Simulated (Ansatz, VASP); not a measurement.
## CoSi: VASP beside Ansatz

The input INCAR:

```
PREC = Accurate
ENCUT = 520
EDIFF = 1E-6
ISMEAR = -1
SIGMA = 0.05
LREAL = F
LASPH = T
NELM = 150
ALGO = Normal
ISIF = 2
LWAVE = F
LCHARG = F
ISPIN = 2
MAGMOM = 2.5 2.5 2.5 2.5 0 0 0 0
LORBIT = 11
NUPDOWN = 10.0
LMAXMIX = 4
GGA = PS
NBANDS = 40
```

Contents of KPOINTS:

```
regular mesh
0
Gamma
  5 5 5
```

File POSCAR:

```
CoSi
1.0
    4.4380000000      0.0000000000      0.0000000000
    0.0000000000      4.4380000000      0.0000000000
    0.0000000000      0.0000000000      4.4380000000
Co Si
4 4
Direct
    0.8600000000      0.6400000000      0.3600000000
    0.6400000000      0.3600000000      0.8600000000
    0.3600000000      0.8600000000      0.6400000000
    0.1400000000      0.1400000000      0.1400000000
    0.1570000000      0.3430000000      0.6570000000
    0.3430000000      0.6570000000      0.1570000000
    0.6570000000      0.1570000000      0.3430000000
    0.8430000000      0.8430000000      0.8430000000
```

Contents of input.yaml:

```yaml
crystal:
  lattice:
    - [4.438, 0.0, 0.0]
    - [0.0, 4.438, 0.0]
    - [0.0, 0.0, 4.438]
  atoms:
    - { symbol: Co, position: [0.86, 0.64, 0.36], spin: 2.5 }
    - { symbol: Co, position: [0.64, 0.36, 0.86], spin: 2.5 }
    - { symbol: Co, position: [0.36, 0.86, 0.64], spin: 2.5 }
    - { symbol: Co, position: [0.14, 0.14, 0.14], spin: 2.5 }
    - { symbol: Si, position: [0.157, 0.343, 0.657] }
    - { symbol: Si, position: [0.343, 0.657, 0.157] }
    - { symbol: Si, position: [0.657, 0.157, 0.343] }
    - { symbol: Si, position: [0.843, 0.843, 0.843] }
hamiltonian:
  xc: pbesol
  pseudopotentials: { kind: paw }
magnetization:
  spin_polarized: true
  initial_magnetization: 10.0
  spin_locking: { lock_magnetization: hard }
kpoints:
  mp_grid: { grid: [5, 5, 5] }
scf:
  occupations: { method: fermi_dirac, width: 0.05 }
  lower_state_search: "off"
output:
  forces: true
  stress: true
  eigenvalues: true
```

Alike in both runs: task single point; functional PBEsol; k mesh 5 × 5 × 5; occupations fermi-dirac, width 0.05 eV; collinear spin; fixed moment 10 μB.

|  | VASP | Ansatz |
| --- | --- | --- |
| version | VASP 6.6.1 | Ansatz 0.2.0 |
| potentials or method | VASP PAW PBE potentials, release 64 (Co, Si) | Ansatz PAW |
| plane-wave cutoff (eV) | 520 | 420 |
| valence electrons in the cell | 52 | 84 |

|  | VASP | Ansatz | Ansatz less VASP |
| --- | --- | --- | --- |
| pressure (GPa) | 27.6 | 27.6 | -0.07 |
| rms of the force components (eV/Å) | 0.306 | 0.304 | -0.0022 |
| net moment per atom (μB) | 1.25 | 1.25 | 0.000 |
| size of the moment on the site where the two differ most (μB) | 2.05 | 2.00 | -0.050 |

VASP's potentials were made for PBE, not for PBEsol. Site moments also hang on the region over which each program counts them. Atom by atom the forces differ by 0.006 eV/Å (rms over components). With one functional, cell and mesh, what is left measures potentials, basis and numerics. VASP's potentials hold 52 valence electrons a cell and Ansatz's 84, so a difference there can come from the potentials and not from the codes.
